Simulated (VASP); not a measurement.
Ti, 1 atom in the cell. It takes space group Fm-3m (No. 225, cubic). Conventional cell: a = 3.904 Å, b = 3.904 Å, c = 3.904 Å, α = 90.00°, β = 90.00°, γ = 90.00°. Ti (site symmetry m-3m) has 12 Ti at 2.76 Å within 3.6 Å. This isn't the form of Ti at room conditions, which is hcp.

```yaml
Program: VASP 6.6.1
Task: single point
Functional: LDA
Potentials_or_basis: VASP PAW LDA potentials, release 64 (Ti_sv)
Cutoff: 500 eV
k_mesh: 18 × 18 × 18
Occupations: methfessel-paxton, width 0.05 eV
Spin: no spin polarisation
Dipole_correction: no
Further_INCAR_settings: ALGO = Normal; EDIFF = 1e-06; NBANDS = 12
```

Potentials or basis: VASP PAW LDA potentials, release 64 (Ti_sv).

Command:

```console
$ cat potpaw_LDA.64/Ti_sv/POTCAR > POTCAR
$ mpirun -np 1 vasp_std > vasp.out
```

Hardware: 1 thread of AMD EPYC 7571 (shared host).

Q: How long does it take, and how much memory?

A: Wall time 71 s on 1 thread of AMD EPYC 7571, with other jobs on the host, peak memory 0.11 GiB. Counts: scf iterations 12, k points 195.
